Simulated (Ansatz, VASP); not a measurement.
Sb in VASP and in Ansatz

Contents of INCAR:

```
SYSTEM = Sb
PREC = Accurate ; ENCUT = 500
EDIFF = 1E-6 ; ISMEAR = -1
SIGMA = 0.1 ; LREAL = .False.
LASPH = .True. ; NELM = 120
ALGO = Normal ; ISIF = 2
LWAVE = .False. ; LCHARG = .False.
GGA = PE ; NBANDS = 8
GGA_COMPAT = .False.
```

File KPOINTS:

```
regular mesh
0
Gamma
  16 16 16
  0 0 0
```

The input POSCAR:

```
Sb
1.0
   -1.8308359304      1.8308359304      1.8308359304
    1.8308359304     -1.8308359304      1.8308359304
    1.8308359304      1.8308359304     -1.8308359304
Sb
1
Direct
    0.0000000000      0.0000000000      0.0000000000
```

Input for Ansatz:

```yaml
crystal:
  lattice:
    - [-1.8308359304, 1.8308359304, 1.8308359304]
    - [1.8308359304, -1.8308359304, 1.8308359304]
    - [1.8308359304, 1.8308359304, -1.8308359304]
  atoms:
    - { symbol: Sb, position: [0.0, 0.0, 0.0] }
kpoints:
  mp_grid: { grid: [16, 16, 16] }
scf:
  occupations: { method: fermi_dirac, width: 0.1 }
hamiltonian:
  xc: pbe
  pseudopotentials: { kind: paw }
output:
  forces: true
  stress: true
  eigenvalues: true
  populations: true
```

Change from the starting cell: volume scaled by 0.9, PAW files.

Alike in both runs: task single point; functional PBE; k mesh 16 × 16 × 16; occupations fermi-dirac, width 0.1 eV; no spin polarisation.

|  | VASP | Ansatz |
| --- | --- | --- |
| version | VASP 6.6.1 | Ansatz 0.2.0 |
| potentials or method | VASP PAW PBE potentials, release 64 (Sb) | PAW with Ansatz's default frozen-core files, scalar-relativistic |
| plane-wave cutoff (eV) | 500 | 420 |
| valence electrons in the cell | 5 | 15 |

Ansatz gave:

- pressure (GPa): 7.9

Question: Which values does VASP return?

Answer: Pressure (GPa): 7.8.

VASP's potentials hold 5 valence electrons a cell and Ansatz's 15, so a difference there can come from the potentials and not from the codes.

Neither program's run includes spin-orbit coupling.
